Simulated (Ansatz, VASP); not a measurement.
# Ca: VASP beside Ansatz

Contents of INCAR:

```
PREC     = Accurate       # precision mode
ENCUT    = 600            # plane-wave cutoff, eV
EDIFF    = 1E-6           # SCF threshold, eV
ISMEAR   = 0              # smearing method
SIGMA    = 0.1            # smearing width, eV
LREAL    = F              # projectors in reciprocal space
LASPH    = T              # aspherical terms in the spheres
NELM     = 60             # most SCF steps
ALGO     = Normal         # electronic algorithm
ISIF     = 3              # what is computed and relaxed
LWAVE    = F              # write WAVECAR
LCHARG   = F              # write CHGCAR
GGA      = PE             # functional
IVDW     = 12             # dispersion correction
IBRION   = 2              # ionic algorithm
NSW      = 100            # ionic steps
EDIFFG   = -0.005         # ionic threshold
```

Contents of KPOINTS:

```
regular mesh
0
Gamma
  14 14 14
```

The input POSCAR:

```
Ca
1.0
    0.0000000000      2.7884079385      2.7884079385
    2.7884079385      0.0000000000      2.7884079385
    2.7884079385      2.7884079385      0.0000000000
Ca
1
Direct
    0.0000000000      0.0000000000      0.0000000000
```

Input for Ansatz:

```yaml
crystal:
  lattice:
    - [0.0, 2.7884079385, 2.7884079385]
    - [2.7884079385, 0.0, 2.7884079385]
    - [2.7884079385, 2.7884079385, 0.0]
  atoms:
    - { symbol: Ca, position: [0.0, 0.0, 0.0] }
basis:
  ecutwfc: 420
kpoints:
  mp_grid: { grid: [14, 14, 14] }
hamiltonian:
  xc: pbe
  dispersion: d3bj
scf:
  occupations: { method: gaussian, width: 0.1 }
output:
  forces: true
  stress: true
  eigenvalues: true
relax:
  adjacent_minimum: "off"
  f_tol: 0.005
  max_steps: 80
  cell: { stress_tol: 0.05 }
```

Alike in both runs: task relaxation of cell and atoms; functional PBE; dispersion D3(BJ); k mesh 14 × 14 × 14; occupations gaussian, width 0.1 eV; no spin polarisation.

```csv
,VASP,Ansatz
version,VASP 6.6.1,Ansatz 0.2.0
potentials or method,"VASP PAW PBE potentials, release 64 (Ca_sv), cutoff 600 eV","scalar-relativistic, plane waves, PAW"
valence electrons in the cell,10,10
```

```csv
,VASP,Ansatz,Ansatz less VASP
"gap on the k mesh at the Fermi level, each at its own relaxed structure (eV)",none,none,-
relaxed volume (Å³/atom),40.20,40.14,-0.061
relaxed cell length with the largest relative difference (Å),3.845,3.843,-0.0019
```

A gap of «none» marks a metal or a gap that the smearing closes.
